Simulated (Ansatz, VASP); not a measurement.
**One calculation of Sc, two programs**

```
CELL_PARAMETERS angstrom
3.20196 0.00000 0.00000
1.50211 2.84414 0.00000
1.54899 0.92645 2.67418
ATOMIC_POSITIONS crystal
Sc 0.00000 0.00000 0.00000
```

Alike in both runs: task relaxation of cell and atoms; functional PBE; dispersion D3(BJ); k mesh 10 × 10 × 10; occupations methfessel-paxton of order 1, width 0.2 eV; no spin polarisation.

|  | VASP | Ansatz |
| --- | --- | --- |
| version | VASP 6.6.1 | Ansatz 0.2.0 |
| potentials or method | VASP PAW PBE potentials, release 64 (Sc_sv), cutoff 600 eV | all-electron LAPW, scalar-relativistic |

|  | VASP | Ansatz | Ansatz less VASP |
| --- | --- | --- | --- |
| relaxed volume (Å³/atom) | 23.43 | 23.39 | -0.040 |
| relaxed length of the cell vector where the two differ most in proportion (Å) | 3.211 | 3.209 | -0.0018 |

Ansatz ran all-electron here, and VASP with PAW potentials.
